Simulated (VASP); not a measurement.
Set up this calculation in VASP 6.6.1, as the native input.

- Task: density of states
- Functional: PBE
- Potentials or basis: VASP PAW PBE potentials, release 64 (Mg, S)
- Cutoff: 520 eV
- k mesh: 4 × 4 × 6
- Occupations: gaussian, width 0.02 eV
- Spin: no spin polarisation
- Dipole correction: no
- k mesh for the DOS: 6 × 6 × 9
- Occupations for the DOS: tetrahedron
- Further INCAR settings: ALGO = Normal; EDIFF = 1e-07

The system is MgS.

```xyz
8
Lattice="6.9677 0.0000 0.0000 0.0000 6.9677 0.0000 0.0000 0.0000 3.6931" Properties=species:S:1:pos:R:3 pbc="T T T"
Mg    4.6272    4.6272    1.8465
Mg    1.1433    5.8244    0.9233
Mg    2.3405    2.3405    0.0000
Mg    5.8244    1.1433    2.7698
S     5.7950    5.7950    0.0000
S     2.3111    4.6566    2.7698
S     1.1727    1.1727    1.8465
S     4.6566    2.3111    0.9233
```

These files were run (other wordings do the same):

POSCAR

```
MgS
1.0
    6.9677028439      0.0000000000      0.0000000000
    0.0000000000      6.9677028439      0.0000000000
    0.0000000000      0.0000000000      3.6930551168
Mg S
4 4
Direct
    0.6640866202      0.6640866202      0.5000000000
    0.1640866202      0.8359133798      0.2500000000
    0.3359133798      0.3359133798      0.0000000000
    0.8359133798      0.1640866202      0.7500000000
    0.8316904125      0.8316904125      0.0000000000
    0.3316904125      0.6683095875      0.7500000000
    0.1683095875      0.1683095875      0.5000000000
    0.6683095875      0.3316904125      0.2500000000
```

INCAR.step1

```
ALGO = Normal
EDIFF = 1E-7
ENCUT = 520
GGA = PE
ISIF = 2
ISMEAR = 0
LASPH = True
LCHARG = True
LREAL = False
LWAVE = False
NBANDS = 26
NELM = 100
PREC = Accurate
SIGMA = 0.02
```

KPOINTS.step1

```
k-points
0
Gamma
  4 4 6
```

INCAR.step2

```
ALGO = Normal
EDIFF = 1E-7
ENCUT = 520
GGA = PE
ICHARG = 11
ISIF = 2
ISMEAR = -5
LASPH = True
LCHARG = False
LORBIT = 10
LREAL = False
LWAVE = False
NEDOS = 2001
NELM = 100
PREC = Accurate
SIGMA = 0.02
```

KPOINTS.step2

```
k-points
0
Gamma
  6 6 9
```

Potentials or basis: VASP PAW PBE potentials, release 64 (Mg, S).

Command:

```sh
$ cat potpaw_PBE.64/Mg/POTCAR potpaw_PBE.64/S/POTCAR > POTCAR
$ cp INCAR.step1 INCAR
$ cp KPOINTS.step1 KPOINTS
$ mpirun -np 1 vasp_std > vasp.out
$ cp INCAR.step2 INCAR
$ cp KPOINTS.step2 KPOINTS
$ mpirun -np 1 vasp_std > vasp.out
```

Results of the run:

| Property | Result |
| --- | --- |
| Valence electrons inside the program's atomic spheres | Mg 0.33; S 3.80 |

It took 4.3 min on 1 thread of Intel(R) Xeon(R) Platinum 8259CL CPU @ 2.50GHz (Skylake/Cascade Lake), with other jobs on the host, peak memory 0.34 GiB.
